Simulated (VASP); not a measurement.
# MgH2 (Cmme) in VASP: a series of runs, part 2 of 2

VASP 6.6.1.

## (3) Single point, PBE

This run uses another cell than the first one, of 20.80 Å³/atom, 1.542 times its volume.

Contents of INCAR:

```
PREC = Accurate
ENCUT = 520
EDIFF = 1E-6
ISMEAR = 0
SIGMA = 0.1
LREAL = F
LASPH = T
NELM = 60
ALGO = Normal
ISIF = 2
LWAVE = F
LCHARG = F
GGA = PE
NBANDS = 20
```

Contents of KPOINTS:

```
regular mesh
0
Gamma
  4 4 4
```

Contents of POSCAR:

```
MgH2
1.0
    3.4711156918     -5.8847775670      0.0000000000
    3.4711156918      5.8847775670      0.0000000000
    0.0000000000      0.0000000000      6.1110680608
Mg H
4 8
Direct
    0.7500000000      0.2500000000      0.3601266173
    0.2500000000      0.7500000000      0.6398733827
    0.0000000000      0.0000000000      0.0000000000
    0.5000000000      0.5000000000      0.0000000000
    0.0000000000      0.5000000000      0.5000000000
    0.5000000000      0.0000000000      0.5000000000
    0.8794319481      0.1205680519      0.2017716256
    0.6205680519      0.3794319481      0.2017716256
    0.1205680519      0.8794319481      0.7982283744
    0.3794319481      0.6205680519      0.7982283744
    0.2500000000      0.2500000000      0.0000000000
    0.7500000000      0.7500000000      0.0000000000
```

Potentials or basis: VASP PAW PBE potentials, release 64 (Mg, H).

Run with:

```console
cat potpaw_PBE.64/Mg/POTCAR potpaw_PBE.64/H/POTCAR > POTCAR
mpirun -np 1 vasp_std > vasp.out
```

OUTCAR:

```text
PREC = Accurate
   ENCUT = 520
   EDIFF = 1E-6
   ISMEAR = 0
   LREAL = F
   LASPH = T
   NELM = 60
   ISIF = 2
   GGA = PE

 ion  position               nearest neighbor table
   1  0.750  0.250  0.360-   7 1.80   8 1.80   5 1.93   6 1.93
   2  0.250  0.750  0.640-   9 1.80  10 1.80   5 1.93   6 1.93
   3  0.000  0.000  0.000-  11 1.74  12 1.74   7 1.88   9 1.88   4 3.47   4 3.47
   4  0.500  0.500  0.000-  11 1.74  12 1.74   8 1.88  10 1.88   3 3.47   3 3.47
   5  0.000  0.500  0.500-   1 1.93   2 1.93
   6  0.500  0.000  0.500-   1 1.93   2 1.93
   7  0.879  0.121  0.202-   1 1.80   3 1.88
   8  0.621  0.379  0.202-   1 1.80   4 1.88
   9  0.121  0.879  0.798-   2 1.80   3 1.88
  10  0.379  0.621  0.798-   2 1.80   4 1.88
  11  0.250  0.250  0.000-   3 1.74   4 1.74
  12  0.750  0.750  0.000-   3 1.74   4 1.74

  LATTYP: Found a base centered orthorhombic cell.
 ALAT       =     6.9422313836
 B/A-ratio  =     1.6953562167
 C/A-ratio  =     0.8802743272

  Lattice vectors:

 A1 = (   3.4711156918,  -5.8847775670,   0.0000000000)
 A2 = (   3.4711156918,   5.8847775670,   0.0000000000)
 A3 = (   0.0000000000,   0.0000000000,   6.1110680608)

Analysis of symmetry for initial positions (statically):
=====================================================================
 Subroutine PRICEL returns:
 Original cell was already a primitive cell.

 Routine SETGRP: Setting up the symmetry group for a
 base centered orthorhombic supercell.

 Subroutine GETGRP returns: Found  8 space group operations
 (whereof  4 operations were pure point group operations)
 out of a pool of  8 trial point group operations.

The static configuration has the point symmetry C_2h.
[... 155 lines left out ...]
   LORBIT       =      0    0 simple, 1 ext, 2 COOP (PROOUT), +10 PAW based schemes
   GGA     = PE    functional components
   LHFCALC =     F    Hartree Fock is set to
   AEXX    =    0.0000 exact exchange contribution
   IVDW    =     0    specifies the selected vdW correction
   LEPSILON=     F    determine dielectric tensor
   LRPA    =     F    only Hartree local field effects (RPA)
 non-spin polarized calculation
 Gauss-broadening in eV      SIGMA  =   0.10
  energy-cutoff  :      520.00
  volume of cell :      249.66
 maximum number of plane-waves:      6754
 NGX is ok and might be reduce to    54
   NGX = 25   NGY = 25   NGZ = 23

 number of electron      16.0000002 magnetization

 Free energy of the ion-electron system (eV)
  ---------------------------------------------------
  ext. energy  EPLUGINS =         0.00000000
  ---------------------------------------------------
  free energy    TOTEN  =       -32.32733866 eV

  energy without entropy =      -32.32733866  energy(sigma->0) =      -32.32733866

 E-fermi :  -2.0087     XC(G=0):  -5.5862

 val. band max:       -2.4337604059   @ k =   0.5000   0.5000   0.5000
 cond. band min:       0.2563636460   @ k =   0.5000   0.5000   0.5000
 fundamental gap:      2.6901240519
 Fermi energy:        -2.0087360763

 k-point     1 :       0.0000    0.0000    0.0000
  band No.  band energies     occupation
      1      -7.1082      2.00000
      2      -5.1459      2.00000
      3      -4.8589      2.00000
      4      -4.5305      2.00000
      5      -4.3754      2.00000
      6      -4.0788      2.00000
[... 472 lines left out ...]
     19       4.8091      0.00000
     20       5.1476      0.00000

------------------------ aborting loop because EDIFF is reached ----------------------------------------

  FORCE on cell =-STRESS in cart. coord.  units (eV):
  Direction    XX          YY          ZZ          XY          YZ          ZX
  --------------------------------------------------------------------------------------
  -------------------------------------------------------------------------------------
  Total       -0.0476190     -0.0622298     -0.1173366      0.0000000      0.0000000      0.0000000
  in kB       -0.3055940     -0.3993582     -0.7530047      0.0000000      0.0000000      0.0000000
  external PRESSURE =      -0.4859856 kB  Pullay stress =       0.0000000 kB

 VOLUME and BASIS-vectors are now :
 -----------------------------------------------------------------------------
  energy-cutoff  :      520.00
  volume of cell :      249.66
      direct lattice vectors                 reciprocal lattice vectors
     3.471115692 -5.884777567  0.000000000     0.144045905 -0.084964979  0.000000000
     3.471115692  5.884777567  0.000000000     0.144045905  0.084964979  0.000000000
     0.000000000  0.000000000  6.111068061     0.000000000  0.000000000  0.163637516

 POSITION                                       TOTAL-FORCE (eV/Angst)
 -----------------------------------------------------------------------------------
      3.47112     -2.94239      2.20076        -0.000000      0.000000     -0.002822
      3.47112      2.94239      3.91031         0.000000      0.000000      0.002822
      0.00000      0.00000      0.00000         0.000000      0.000000     -0.000000
      3.47112      0.00000      0.00000         0.000000      0.000000     -0.000000
      1.73556      2.94239      3.05553         0.000000      0.000000     -0.000000
      1.73556     -2.94239      3.05553         0.000000      0.000000     -0.000000
      3.47112     -4.46575      1.23304         0.000000     -0.012813     -0.007970
      3.47112     -1.41903      1.23304         0.000000      0.012813     -0.007970
      3.47112      4.46575      4.87803         0.000000      0.012813      0.007970
      3.47112      1.41903      4.87803         0.000000     -0.012813      0.007970
      1.73556      0.00000      0.00000         0.000000     -0.000000     -0.000000
      5.20667      0.00000      0.00000         0.000000     -0.000000      0.000000
 -----------------------------------------------------------------------------------
    total drift:                                0.000000      0.000000      0.000000

  FREE ENERGIE OF THE ION-ELECTRON SYSTEM (eV)
  ---------------------------------------------------
  free  energy   TOTEN  =       -32.3273386602 eV

  energy  without entropy=      -32.3273386602  energy(sigma->0) =      -32.32733866
```

OSZICAR:

```text
N       E                     dE             d eps       ncg     rms          rms(c)
DAV:   1     0.144448187386E+02    0.14445E+02   -0.47242E+03   840   0.567E+02
DAV:   2    -0.318136176875E+02   -0.46258E+02   -0.41737E+02  1048   0.846E+01
DAV:   3    -0.370093703454E+02   -0.51958E+01   -0.51691E+01  1096   0.295E+01
DAV:   4    -0.370663639415E+02   -0.56994E-01   -0.56982E-01  1036   0.347E+00
DAV:   5    -0.370669833346E+02   -0.61939E-03   -0.61939E-03  1060   0.395E-01    0.108E+01
DAV:   6    -0.334741413492E+02    0.35928E+01   -0.20525E+00   924   0.555E+00    0.533E+00
DAV:   7    -0.322298344877E+02    0.12443E+01   -0.30094E+00   988   0.687E+00    0.117E+00
DAV:   8    -0.323252654947E+02   -0.95431E-01   -0.12244E-01   888   0.142E+00    0.371E-01
DAV:   9    -0.323250662508E+02    0.19924E-03   -0.20669E-02  1052   0.592E-01    0.112E-01
DAV:  10    -0.323273618020E+02   -0.22956E-02   -0.26531E-03   892   0.237E-01    0.940E-02
DAV:  11    -0.323273249774E+02    0.36825E-04   -0.57833E-04   996   0.117E-01    0.147E-02
DAV:  12    -0.323273325217E+02   -0.75444E-05   -0.29895E-05   992   0.282E-02    0.598E-03
DAV:  13    -0.323273383563E+02   -0.58346E-05   -0.16821E-05   900   0.228E-02    0.203E-03
DAV:  14    -0.323273386602E+02   -0.30387E-06   -0.11967E-06  1100   0.609E-03
   1 F= -.32327339E+02 E0= -.32327339E+02  d E =-.126809E-10
```

It took 74 s on 1 thread of Intel Xeon 6975P-C (Granite Rapids), shared host; peak memory 0.38 GiB.

Results:

```
Free energy            : -32.3273 eV
Pressure               : 0.0 GPa
Largest force          : 0.015 eV/Å
Band gap on the k mesh : 2.69 eV, direct
```

Forces on the atoms (eV/Å):
```
Mg   0.000  0.000 -0.003
Mg   0.000  0.000  0.003
Mg   0.000  0.000  0.000
Mg   0.000  0.000  0.000
H    0.000  0.000  0.000
H    0.000  0.000  0.000
H    0.000 -0.013 -0.008
H    0.000  0.013 -0.008
H    0.000  0.013  0.008
H    0.000 -0.013  0.008
H    0.000  0.000  0.000
H    0.000  0.000  0.000
```

A k mesh can miss the band edges.

## (4) Single point, PBE

This run uses another cell than the first one, of 20.83 Å³/atom, 1.544 times its volume.

Contents of INCAR:

```
PREC = Accurate
ENCUT = 520
EDIFF = 1E-6
ISMEAR = 0
SIGMA = 0.02
LREAL = F
LASPH = T
NELM = 80
ALGO = Normal
ISIF = 2
LWAVE = F
LCHARG = T
GGA = PE
LELF = T
LVHAR = T
NBANDS = 20
```

Contents of KPOINTS:

```
Automatic mesh
0
Gamma
  4 4 4
```

Contents of POSCAR:

```
MgH2
1.0
    3.4727427032     -5.8893755349      0.0000000000
    3.4727427032      5.8893755349      0.0000000000
    0.0000000000      0.0000000000      6.1109235304
Mg H
4 8
Direct
    0.7500000000      0.2500000000      0.3596816956
    0.2500000000      0.7500000000      0.6403183044
    0.0000000000      0.0000000000      0.0000000000
    0.5000000000      0.5000000000      0.0000000000
    0.0000000000      0.5000000000      0.5000000000
    0.5000000000      0.0000000000      0.5000000000
    0.8794676087      0.1205323913      0.2012964694
    0.6205323913      0.3794676087      0.2012964694
    0.1205323913      0.8794676087      0.7987035306
    0.3794676087      0.6205323913      0.7987035306
    0.2500000000      0.2500000000      0.0000000000
    0.7500000000      0.7500000000      0.0000000000
```

Potentials or basis: VASP PAW PBE potentials, release 64 (Mg, H).

Run with:

```console
cat potpaw_PBE.64/Mg/POTCAR potpaw_PBE.64/H/POTCAR > POTCAR
mpirun -np 1 vasp_std > vasp.out
```

OUTCAR:

```text
PREC = Accurate
   ENCUT = 520
   EDIFF = 1E-6
   ISMEAR = 0
   LREAL = F
   LASPH = T
   NELM = 80
   ISIF = 2
   GGA = PE

 ion  position               nearest neighbor table
   1  0.750  0.250  0.360-   7 1.81   8 1.81   5 1.94   6 1.94
   2  0.250  0.750  0.640-   9 1.81  10 1.81   5 1.94   6 1.94
   3  0.000  0.000  0.000-  11 1.74  12 1.74   7 1.88   9 1.88   4 3.47   4 3.47
   4  0.500  0.500  0.000-  11 1.74  12 1.74   8 1.88  10 1.88   3 3.47   3 3.47
   5  0.000  0.500  0.500-   1 1.94   2 1.94
   6  0.500  0.000  0.500-   1 1.94   2 1.94
   7  0.879  0.121  0.201-   1 1.81   3 1.88
   8  0.621  0.379  0.201-   1 1.81   4 1.88
   9  0.121  0.879  0.799-   2 1.81   3 1.88
  10  0.379  0.621  0.799-   2 1.81   4 1.88
  11  0.250  0.250  0.000-   3 1.74   4 1.74
  12  0.750  0.750  0.000-   3 1.74   4 1.74

  LATTYP: Found a base centered orthorhombic cell.
 ALAT       =     6.9454854064
 B/A-ratio  =     1.6958859433
 C/A-ratio  =     0.8798411015

  Lattice vectors:

 A1 = (   3.4727427032,  -5.8893755349,   0.0000000000)
 A2 = (   3.4727427032,   5.8893755349,   0.0000000000)
 A3 = (   0.0000000000,   0.0000000000,   6.1109235304)

Analysis of symmetry for initial positions (statically):
=====================================================================
 Subroutine PRICEL returns:
 Original cell was already a primitive cell.

 Routine SETGRP: Setting up the symmetry group for a
 base centered orthorhombic supercell.

 Subroutine GETGRP returns: Found  8 space group operations
 (whereof  4 operations were pure point group operations)
 out of a pool of  8 trial point group operations.

The static configuration has the point symmetry C_2h.
[... 155 lines left out ...]
   LORBIT       =      0    0 simple, 1 ext, 2 COOP (PROOUT), +10 PAW based schemes
   GGA     = PE    functional components
   LHFCALC =     F    Hartree Fock is set to
   AEXX    =    0.0000 exact exchange contribution
   IVDW    =     0    specifies the selected vdW correction
   LEPSILON=     F    determine dielectric tensor
   LRPA    =     F    only Hartree local field effects (RPA)
 non-spin polarized calculation
 Gauss-broadening in eV      SIGMA  =   0.02
  energy-cutoff  :      520.00
  volume of cell :      249.96
 maximum number of plane-waves:      6762
 NGX is ok and might be reduce to    54
   NGX = 25   NGY = 25   NGZ = 23

 number of electron      16.0000003 magnetization

 Free energy of the ion-electron system (eV)
  ---------------------------------------------------
  ext. energy  EPLUGINS =         0.00000000
  ---------------------------------------------------
  free energy    TOTEN  =       -32.32741845 eV

  energy without entropy =      -32.32741845  energy(sigma->0) =      -32.32741845

 E-fermi :  -2.3246     XC(G=0):  -5.5832

 val. band max:       -2.4356977325   @ k =   0.5000   0.5000   0.5000
 cond. band min:       0.2564779683   @ k =   0.5000   0.5000   0.5000
 fundamental gap:      2.6921757007
 Fermi energy:        -2.3246045661

 k-point     1 :       0.0000    0.0000    0.0000
  band No.  band energies     occupation
      1      -7.1081      2.00000
      2      -5.1441      2.00000
      3      -4.8620      2.00000
      4      -4.5294      2.00000
      5      -4.3822      2.00000
      6      -4.0849      2.00000
[... 472 lines left out ...]
     19       4.8041      0.00000
     20       5.1423      0.00000

------------------------ aborting loop because EDIFF is reached ----------------------------------------

  FORCE on cell =-STRESS in cart. coord.  units (eV):
  Direction    XX          YY          ZZ          XY          YZ          ZX
  --------------------------------------------------------------------------------------
  -------------------------------------------------------------------------------------
  Total       -0.1169336     -0.0907772     -0.1345963      0.0000000      0.0000000      0.0000000
  in kB       -0.7494992     -0.5818466     -0.8627100      0.0000000      0.0000000      0.0000000
  external PRESSURE =      -0.7313519 kB  Pullay stress =       0.0000000 kB

 VOLUME and BASIS-vectors are now :
 -----------------------------------------------------------------------------
  energy-cutoff  :      520.00
  volume of cell :      249.96
      direct lattice vectors                 reciprocal lattice vectors
     3.472742703 -5.889375535  0.000000000     0.143978418 -0.084898645  0.000000000
     3.472742703  5.889375535  0.000000000     0.143978418  0.084898645  0.000000000
     0.000000000  0.000000000  6.110923530     0.000000000  0.000000000  0.163641387

 POSITION                                       TOTAL-FORCE (eV/Angst)
 -----------------------------------------------------------------------------------
      3.47274     -2.94469      2.19799        -0.000000     -0.000000     -0.002442
      3.47274      2.94469      3.91294         0.000000     -0.000000      0.002442
      0.00000      0.00000      0.00000        -0.000000     -0.000000     -0.000000
      3.47274      0.00000      0.00000         0.000000     -0.000000     -0.000000
      1.73637      2.94469      3.05546         0.000000     -0.000000     -0.000000
      1.73637     -2.94469      3.05546        -0.000000     -0.000000     -0.000000
      3.47274     -4.46965      1.23011        -0.000000      0.000100      0.000870
      3.47274     -1.41972      1.23011        -0.000000     -0.000100      0.000870
      3.47274      4.46965      4.88082        -0.000000     -0.000100     -0.000870
      3.47274      1.41972      4.88082        -0.000000      0.000100     -0.000870
      1.73637      0.00000      0.00000        -0.000000      0.000000     -0.000000
      5.20911      0.00000      0.00000        -0.000000     -0.000000     -0.000000
 -----------------------------------------------------------------------------------
    total drift:                                0.000000      0.000000      0.000000

  FREE ENERGIE OF THE ION-ELECTRON SYSTEM (eV)
  ---------------------------------------------------
  free  energy   TOTEN  =       -32.3274184473 eV

  energy  without entropy=      -32.3274184473  energy(sigma->0) =      -32.32741845
```

stdout:

```text
POSCAR found type information on POSCAR MgH
 POSCAR found :  2 types and      12 ions
 scaLAPACK will be used
 LDA part: xc-table for (Slater+PW92), standard interpolation
 POSCAR, INCAR and KPOINTS ok, starting setup
 FFT: planning ... GRIDC
 FFT: planning ... GRID_SOFT
 FFT: planning ... GRID
 WAVECAR not read
 entering main loop
```

Wall time 75 s (1 thread of Intel Xeon 6975P-C (Granite Rapids), shared host); peak memory 0.39 GiB.

What came out:

* Free energy: -32.3274 eV
* Pressure: -0.1 GPa
* Band gap on the k mesh: 2.69 eV, direct

Forces in eV/Å, atoms in the order of the input:
```
Mg   0.000  0.000 -0.002
Mg   0.000  0.000  0.002
Mg   0.000  0.000  0.000
Mg   0.000  0.000  0.000
H    0.000  0.000  0.000
H    0.000  0.000  0.000
H    0.000  0.000  0.001
H    0.000  0.000  0.001
H    0.000  0.000 -0.001
H    0.000  0.000 -0.001
H    0.000  0.000  0.000
H    0.000  0.000  0.000
```

Levels at points of the mesh, in eV from the valence-band top:
```csv
k point,band 4,band 5,band 6,band 7,band 8,band 9,band 10,band 11,band 12,band 13
"(0.00, 0.00, 0.00)",-2.09,-1.95,-1.65,-1.60,-0.14,3.33,4.64,4.75,5.06,5.17
"(0.50, 0.00, 0.00)",-2.68,-1.37,-1.37,-0.66,-0.66,3.97,3.97,4.87,4.87,5.38
"(0.50, 0.50, 0.00)",-2.21,-1.50,-1.49,-1.19,-0.13,3.40,3.90,4.21,4.62,4.87
"(0.00, 0.00, 0.50)",-1.91,-1.62,-1.58,-1.17,-0.97,3.45,3.48,3.78,4.51,4.66
"(0.50, 0.00, 0.50)",-2.81,-1.48,-1.48,-0.62,-0.62,3.28,3.28,4.65,4.65,5.59
"(0.50, 0.50, 0.50)",-2.11,-1.73,-1.60,-1.56,0.00,2.69,3.65,4.30,5.10,5.55
```

A k mesh can miss the band edges. Expect the measured gap to be larger: semilocal functionals such as PBE lack the derivative discontinuity.

## (5) Overview

| cell | smearing | gap on the mesh (eV) | pressure (GPa) | largest force (eV/Å) |
| --- | --- | --- | --- | --- |
| a = 5.857, b = 5.857, c = 5.488 Å, angles 90.0, 90.0, 120.7°, 12 atoms | gaussian 0.1 eV | 2.26 | 20.8 | 0.55 |
| a = 6.832, b = 6.832, c = 6.111 Å, angles 90.0, 90.0, 118.9°, 12 atoms | gaussian 0.1 eV | 2.69 | 0.0 | 0.02 |
| a = 6.837, b = 6.837, c = 6.111 Å, angles 90.0, 90.0, 118.9°, 12 atoms | gaussian 0.02 eV | 2.69 | -0.1 | - |

Alike in all rows: task single point; level PBE; potentials or basis VASP PAW PBE potentials, release 64 (Mg, H); no spin polarisation; k mesh 4 × 4 × 4; cutoff (eV) 520.

Total energies depend on the potentials used, so only differences within one code and one set of settings carry meaning.
